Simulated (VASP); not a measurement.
# Pb (Fm-3m) in VASP: further runs, part 2 of 2

VASP 6.6.1. Earlier steps stand in the parts before.

### Step 4. Single point, r2SCAN

This run uses another cell than the first one, of 31.14 Å³/atom, 1.009 times its volume.

File POSCAR:

```
Pb
1.0
    0.0000000000      2.4971628243      2.4971628243
    2.4971628243      0.0000000000      2.4971628243
    2.4971628243      2.4971628243      0.0000000000
Pb
1
Direct
    0.0000000000      0.0000000000      0.0000000000
```

File INCAR.step1:

```
ALGO = Normal ; EDIFF = 1E-4
ENCUT = 520 ; GGA = PE
ISMEAR = 0 ; LASPH = True
LCHARG = False ; LREAL = False
LWAVE = True ; NBANDS = 13
NELM = 80 ; PREC = Accurate
SIGMA = 0.05
```

File INCAR.step2:

```
ALGO = Normal ; EDIFF = 1E-6
ENCUT = 520 ; ISIF = 2
ISMEAR = 0 ; ISTART = 1
LASPH = True ; LCHARG = True
LELF = True ; LMIXTAU = True
LREAL = False ; LVHAR = True
LWAVE = False ; METAGGA = R2SCAN
NBANDS = 13 ; NELM = 80
PREC = Accurate ; SIGMA = 0.05
```

File KPOINTS:

```
k-points
0
Gamma
  14 14 14
```

Potentials or basis: VASP PAW PBE potentials, release 64 (Pb_d).

Command:

```
cat potpaw_PBE.64/Pb_d/POTCAR > POTCAR
cp INCAR.step1 INCAR
mpirun -np 1 vasp_std > vasp.out
cp INCAR.step2 INCAR
mpirun -np 1 vasp_std > vasp.out
```

OUTCAR:

```text
EDIFF = 1E-6
   ENCUT = 520
   ISIF = 2
   ISMEAR = 0
   ISTART = 1
   LASPH = True
   LREAL = False
   METAGGA = R2SCAN
   NELM = 80
   PREC = Accurate

 ion  position               nearest neighbor table
   1  0.000  0.000  0.000-

  LATTYP: Found a face centered cubic cell.
 ALAT       =     4.9943256486

  Lattice vectors:

 A1 = (   0.0000000000,   2.4971628243,   2.4971628243)
 A2 = (   2.4971628243,   0.0000000000,   2.4971628243)
 A3 = (   2.4971628243,   2.4971628243,   0.0000000000)

Analysis of symmetry for initial positions (statically):
=====================================================================
 Subroutine PRICEL returns:
 Original cell was already a primitive cell.

 Routine SETGRP: Setting up the symmetry group for a
 face centered cubic supercell.

 Subroutine GETGRP returns: Found 48 space group operations
 (whereof 48 operations were pure point group operations)
 out of a pool of 48 trial point group operations.

The static configuration has the point symmetry O_h .

Analysis of symmetry for dynamics (positions and initial velocities):
=====================================================================
 Subroutine PRICEL returns:
 Original cell was already a primitive cell.

 Routine SETGRP: Setting up the symmetry group for a
 face centered cubic supercell.

 Subroutine GETGRP returns: Found 48 space group operations
 (whereof 48 operations were pure point group operations)
 out of a pool of 48 trial point group operations.

The dynamic configuration has the point symmetry O_h .

 Subroutine INISYM returns: Found 48 space group operations
 (whereof 48 operations are pure point group operations),
 and found     1 'primitive' translations

----------------------------------------------------------------------------------------

                                     Primitive cell

  volume of cell :      31.1437

  direct lattice vectors                    reciprocal lattice vectors
     0.000000000  2.497162824  2.497162824    -0.200227232  0.200227232  0.200227232
     2.497162824  0.000000000  2.497162824     0.200227232 -0.200227232  0.200227232
     2.497162824  2.497162824  0.000000000     0.200227232  0.200227232 -0.200227232

  length of vectors
     3.531521534  3.531521534  3.531521534     0.346803739  0.346803739  0.346803739

  position of ions in fractional coordinates (direct lattice)
     0.000000000  0.000000000  0.000000000

  ion indices of the primitive-cell ions
   primitive index   ion index
                 1           1

----------------------------------------------------------------------------------------

 KPOINTS: k-points

Automatic generation of k-mesh.
 Grid dimensions read from file:
 generate k-points for:   14   14   14

 Generating k-lattice:

  Cartesian coordinates                     Fractional coordinates (reciprocal lattice)
    -0.014301945  0.014301945  0.014301945     0.071428571  0.000000000  0.000000000
     0.014301945 -0.014301945  0.014301945     0.000000000  0.071428571  0.000000000
     0.014301945  0.014301945 -0.014301945     0.000000000  0.000000000  0.071428571

  Length of vectors
     0.024771696  0.024771696  0.024771696

  Shift w.r.t. Gamma in fractional coordinates (k-lattice)
     0.000000000  0.000000000  0.000000000

 Subroutine IBZKPT returns following result:
 ===========================================

 Found    104 irreducible k-points:

 Following reciprocal coordinates:
            Coordinates               Weight
  0.000000  0.000000  0.000000      1.000000
  0.071429  0.000000  0.000000      8.000000
  0.142857  0.000000  0.000000      8.000000
  0.214286  0.000000  0.000000      8.000000
  0.285714  0.000000  0.000000      8.000000
  0.357143  0.000000  0.000000      8.000000
[... 16 lines left out ...]
  0.214286  0.142857  0.000000     24.000000
  0.285714  0.142857  0.000000     24.000000
 [... further k-points ...]
   k-points           NKPTS =    104   k-points in BZ     NKDIM =    104   number of bands    NBANDS=     13
   number of dos      NEDOS =    301   number of ions     NIONS =      1
   total plane-waves  NPLWV =  21952
   dimension x,y,z NGX =    28 NGY =   28 NGZ =   28
   dimension x,y,z NGXF=    56 NGYF=   56 NGZF=   56
   ions per type =               1
   NGX,Y,Z   is equivalent  to a cutoff of  13.18, 13.18, 13.18 a.u.
   NGXF,Y,Z  is equivalent  to a cutoff of  26.36, 26.36, 26.36 a.u.
 SYSTEM =  unknown system
   PREC   = accura    normal or accurate (medium, high low for compatibility)
   ISTART =      1    job   : 0-new  1-cont  2-samecut
   ICHARG =      0    charge: 1-file 2-atom 10-const
   ISPIN  =      1    spin polarized calculation?
   LNONCOLLINEAR =      F non collinear calculations
   LSORBIT =      F    spin-orbit coupling
   LASPH  =      T    aspherical Exc in radial PAW
   ENCUT  =  520.0 eV  38.22 Ry    6.18 a.u.   6.57  6.57  6.57*2*pi/ulx,y,z
   NELM   =     80;   NELMIN=  2; NELMDL=  0     # of ELM steps
   EDIFF  = 0.1E-05   stopping-criterion for ELM
   LREAL  =      F    real-space projection
   EDIFFG = 0.1E-04   stopping-criterion for IOM
   NSW    =      0    number of steps for IOM
   IBRION =     -1    ionic relax: 0-MD 1-quasi-New 2-CG
   NFREE  =      0    steps in history (QN), initial steepest desc. (CG)
   ISIF   =      2    stress and relaxation
   ISYM   =      2    0-nonsym 1-usesym 2-fastsym
   POTIM  = 0.5000    time-step for ionic-motion
   TEBEG  =    0.0;   TEEND  =   0.0 temperature during run
   PSTRESS=    0.0 pullay stress
   NELECT =      14.0000    total number of electrons
   NUPDOWN=      -1.0000    fix difference up-down
   EMIN   =  10.00;   EMAX   =-10.00  energy-range for DOS
   EFERMI =   0.00;   METHOD = LEGACY
   ISMEAR =     0;   SIGMA  =   0.05  broadening in eV -4-tet -1-fermi 0-gaus
   EFERMI_NEDOS =   21; number of points for ismear=-14 and -15
   IALGO  =     38    algorithm
   IMIX   =      4    mixing-type and parameters
     AMIX     =   0.40;   BMIX     =  1.00
     AMIX_MAG =   1.60;   BMIX_MAG =  1.00
  volume/ion in A,a.u.               =      31.14       210.17
  Fermi-wavevector in a.u.,A,eV,Ry     =   1.254086  2.369879 21.398314  1.572732
  Thomas-Fermi vector in A             =   2.387908
   LORBIT       =      0    0 simple, 1 ext, 2 COOP (PROOUT), +10 PAW based schemes
   METAGGA = R2SCAN    functional components
   LHFCALC =     F    Hartree Fock is set to
   AEXX    =    0.0000 exact exchange contribution
   IVDW    =     0    specifies the selected vdW correction
   LEPSILON=     F    determine dielectric tensor
   LRPA    =     F    only Hartree local field effects (RPA)
 non-spin polarized calculation
 Gauss-broadening in eV      SIGMA  =   0.05
  energy-cutoff  :      520.00
  volume of cell :       31.14
 maximum number of plane-waves:       872
 NGX is ok and might be reduce to    28
   NGX = 13   NGY = 13   NGZ = 13

 number of electron      14.0000001 magnetization

 Free energy of the ion-electron system (eV)
  ---------------------------------------------------
  ext. energy  EPLUGINS =         0.00000000
  ---------------------------------------------------
  free energy    TOTEN  =       -56.28320307 eV

  energy without entropy =      -56.28234022  energy(sigma->0) =      -56.28277165

 E-fermi :   6.9647     XC(G=0): -10.7812

 val. band max:        6.9644722496   @ k =   0.3571   0.2143   0.0000
 cond. band min:       6.9682482757   @ k =  -0.2857   0.2857   0.0714
 fundamental gap:      0.0037760261
 Fermi energy:         6.9646646358

 k-point     1 :       0.0000    0.0000    0.0000
  band No.  band energies     occupation
      1     -10.7774      2.00000
      2     -10.7774      2.00000
      3     -10.7774      2.00000
      4     -10.6409      2.00000
      5     -10.6409      2.00000
      6      -5.1843      2.00000
      7      14.4397      0.00000
      8      14.4397      0.00000
      9      14.4397      0.00000
     10      17.3278      0.00000
     11      18.8662      0.00000
     12      19.8337      0.00000
     13      19.8337      0.00000
[... 353 lines left out ...]
 k-point    24 :       0.2857    0.1429    0.0000
  band No.  band energies     occupation
      1     -10.8174      2.00000
      2     -10.7204      2.00000
      3     -10.6926      2.00000
      4     -10.6509      2.00000
      5     -10.5718      2.00000
      6      -3.7234      2.00000
      7       8.2034      0.00000
      8      11.7338      0.00000
      9      11.9774      0.00000
     10      15.8579      0.00000
     11      17.4491      0.00000
     12      21.1670      0.00000
     13      22.0213      0.00000

 [... further k-points ...]
[... 5 lines left out ...]
  --------------------------------------------------------------------------------------
  -------------------------------------------------------------------------------------
  Total       -0.0006245     -0.0006245     -0.0006245     -0.0000000      0.0000000      0.0000000
  in kB       -0.0321290     -0.0321290     -0.0321290     -0.0000000      0.0000000      0.0000000
  external PRESSURE =      -0.0321290 kB  Pullay stress =       0.0000000 kB

 VOLUME and BASIS-vectors are now :
 -----------------------------------------------------------------------------
  energy-cutoff  :      520.00
  volume of cell :       31.14
      direct lattice vectors                 reciprocal lattice vectors
     0.000000000  2.497162824  2.497162824    -0.200227232  0.200227232  0.200227232
     2.497162824  0.000000000  2.497162824     0.200227232 -0.200227232  0.200227232
     2.497162824  2.497162824  0.000000000     0.200227232  0.200227232 -0.200227232

 POSITION                                       TOTAL-FORCE (eV/Angst)
 -----------------------------------------------------------------------------------
      0.00000      0.00000      0.00000         0.000000      0.000000      0.000000
 -----------------------------------------------------------------------------------
    total drift:                               -0.000000     -0.000000     -0.000000

  FREE ENERGIE OF THE ION-ELECTRON SYSTEM (eV)
  ---------------------------------------------------
  free  energy   TOTEN  =       -56.2832030718 eV

  energy  without entropy=      -56.2823402210  energy(sigma->0) =      -56.28277165
```

OUTCAR.step1:

```text
EDIFF = 1E-4
   ENCUT = 520
   GGA = PE
   ISMEAR = 0
   LASPH = True
   LREAL = False
[... 599 lines left out ...]

 POSITION                                       TOTAL-FORCE (eV/Angst)
 -----------------------------------------------------------------------------------
      0.00000      0.00000      0.00000         0.000000      0.000000      0.000000
 -----------------------------------------------------------------------------------
    total drift:                               -0.000000      0.000000     -0.000000

  FREE ENERGIE OF THE ION-ELECTRON SYSTEM (eV)
  ---------------------------------------------------
  free  energy   TOTEN  =        -3.5647104972 eV

  energy  without entropy=       -3.5639086167  energy(sigma->0) =       -3.56430956
```

OSZICAR.step1:

```text
N       E                     dE             d eps       ncg     rms          rms(c)
DAV:   1     0.106172598811E+03    0.10617E+03   -0.70029E+03  2742   0.124E+03
DAV:   2     0.137528114943E+01   -0.10480E+03   -0.10192E+03  2824   0.310E+02
DAV:   3    -0.345917939467E+01   -0.48345E+01   -0.48228E+01  3330   0.714E+01
DAV:   4    -0.357066499035E+01   -0.11149E+00   -0.11146E+00  3385   0.117E+01
DAV:   5    -0.357528327404E+01   -0.46183E-02   -0.46181E-02  3725   0.215E+00    0.501E-01
DAV:   6    -0.356668660851E+01    0.85967E-02   -0.12318E-02  3547   0.193E+00    0.252E-01
DAV:   7    -0.356473819586E+01    0.19484E-02   -0.53690E-03  3504   0.119E+00    0.882E-02
DAV:   8    -0.356471049723E+01    0.27699E-04   -0.40206E-04  3396   0.319E-01
   1 F= -.35647105E+01 E0= -.35643096E+01  d E =-.801881E-03
```

It took 3.8 min on 1 thread of AMD EPYC 7R13 (Zen 3), shared host; peak memory 0.15 GiB.

What came out:

```yaml
Free_energy: -56.2832 eV
Pressure: 0.0 GPa
Band_gap_on_the_k_mesh: zero (band 7 reaches 14.44 eV, above the bottom of band 8 at 5.39 eV)
```

Caveat: the PAW data sets were made with another functional, which shifts forces and pressure a little; spin-orbit coupling is left out, which moves the levels of the heavy elements.

### Step 5. Single point, r2SCAN

This run uses another cell than the first one, of 31.14 Å³/atom, 1.009 times its volume.

POSCAR is that of step 4.

File INCAR.step1:

```
SYSTEM = Pb
  PREC = Accurate
  ENCUT = 520
  ISMEAR = 0
  SIGMA = 0.05
  LREAL = .False.
  LASPH = .True.
  NELM = 60
  NBANDS = 13
  GGA = PE
  ALGO = Normal
  EDIFF = 1E-4
  LWAVE = .True.
  LCHARG = .False.
```

File INCAR.step2:

```
SYSTEM = Pb
  PREC = Accurate
  ENCUT = 520
  EDIFF = 1E-6
  ISMEAR = 0
  SIGMA = 0.05
  LREAL = .False.
  LASPH = .True.
  NELM = 60
  ALGO = Normal
  ISIF = 2
  LWAVE = .False.
  LCHARG = .False.
  METAGGA = R2SCAN
  LMIXTAU = .True.
  NBANDS = 13
  ISTART = 1
```

File KPOINTS:

```
regular mesh
0
Gamma
  14 14 14
  0 0 0
```

Command:

```
cat potpaw_PBE.64/Pb_d/POTCAR > POTCAR
cp INCAR.step1 INCAR
mpirun -np 1 vasp_std > vasp.out
cp INCAR.step2 INCAR
mpirun -np 1 vasp_std > vasp.out
```

Run time: 3.9 min. Hardware: 1 thread of AMD EPYC 7R13 (Zen 3), shared host; peak memory 0.15 GiB.

The run converged. Its results:

| Item | Value |
| --- | --- |
| Free energy | -56.2832 eV |
| Pressure | 0.0 GPa |
| Band gap on the k mesh | zero (band 7 reaches 14.44 eV, above the bottom of band 8 at 5.39 eV) |

Levels at points of the mesh, in eV from the Fermi level:
```tsv
k point	band 3	band 4	band 5	band 6	band 7	band 8	band 9	band 10	band 11	band 12
(0.00, 0.00, 0.00)	-17.74	-17.61	-17.61	-12.15	7.48	7.48	7.48	10.36	11.90	12.87
(0.50, 0.00, 0.00)	-17.73	-17.47	-17.47	-8.49	-4.28	5.61	5.61	9.78	9.90	11.60
(0.50, 0.50, 0.00)	-17.48	-17.44	-17.44	-7.05	-3.39	2.06	2.06	5.80	6.90	19.11
```

Caveat: the PAW data sets were made with another functional, which shifts forces and pressure a little; spin-orbit coupling is left out, which moves the levels of the heavy elements.

### Step 6. The runs side by side

| level | cell | k mesh | gap on the mesh (eV) | pressure (GPa) |
| --- | --- | --- | --- | --- |
| PBE | a = 3.521 Å, angles 60.0°, 1 atom | 8 × 8 × 8 | none | 1.7 |
| PBE | a = 3.566 Å, angles 60.0°, 1 atom | 8 × 8 × 8 | none | -0.1 |
| r2SCAN | a = 3.532 Å, angles 60.0°, 1 atom | 14 × 14 × 14 | none | 0.0 |

Alike in all rows: task single point; potentials or basis VASP PAW PBE potentials, release 64 (Pb_d); no spin polarisation; cutoff (eV) 520; smearing gaussian 0.05 eV.

Caveats: spin-orbit coupling is left out, which moves the levels of the heavy elements; the PAW data sets were made with another functional, which shifts forces and pressure a little (some runs).

Absolute energies hang on the potentials; compare differences alone.
